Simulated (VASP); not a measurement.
Write the native input for VASP 6.6.1 that does the following.

```
Task                   : relaxation of cell and atoms
Functional             : PBE
Potentials or basis    : VASP PAW PBE potentials, release 64 (Ga_d, O)
Cutoff                 : 600 eV
k mesh                 : 14 × 14 × 14
Occupations            : gaussian, width 0.1 eV
Spin                   : collinear spin, ferromagnetic start
Starting moments       : [0.0, 1.15, 1.15, 1.15] μB
Dipole correction      : no
Further INCAR settings : ALGO = Fast; EDIFF = 1e-06; IBRION = 2; EDIFFG = -0.01; NSW = 100; ISIF = 3
```

The structure of GaO3 lies in POSCAR:

```
GaO3
1.0
    3.3437797025      0.0000000000      0.0000000000
    0.0000000000      3.3437797025      0.0000000000
    0.0000000000      0.0000000000      3.3437797025
Ga O
1 3
Direct
    0.0000000000      0.0000000000      0.0000000000
    0.0000000000      0.5000000000      0.5000000000
    0.5000000000      0.0000000000      0.5000000000
    0.5000000000      0.5000000000      0.0000000000
```

The cell was generated, and may not be a known phase.

These files were run (other wordings do the same):

INCAR

```
  PREC = Accurate
  ENCUT = 600
  EDIFF = 1E-6
  ISMEAR = 0
  SIGMA = 0.1
  LREAL = False
  LASPH = True
  NELM = 150
  ALGO = Fast
  ISIF = 3
  LWAVE = False
  LCHARG = False
  ISPIN = 2
  MAGMOM = 0 1.15 1.15 1.15
  LORBIT = 11
  GGA = PE
  IBRION = 2
  NSW = 100
  EDIFFG = -0.01
```

KPOINTS

```
regular mesh
0
Gamma
  14 14 14
```

Potentials or basis: VASP PAW PBE potentials, release 64 (Ga_d, O).

The run is started by

```sh
$ cat potpaw_PBE.64/Ga_d/POTCAR potpaw_PBE.64/O/POTCAR > POTCAR
$ mpirun -np 1 vasp_std > vasp.out
```

It gave:

The pressure after relaxing is 0.0 GPa, the net moment is 3.08 μB per cell and the site moments are Ga -0.11; O +0.94 μB. The valence electrons inside the program's atomic spheres are Ga 11.12; O 4.77.

Caveat: the relaxation stopped at its first step, so nothing moved.

It took 3.3 min on 1 thread of Oxide Virtual Turin-like Processor (shared host), peak memory 0.26 GiB.
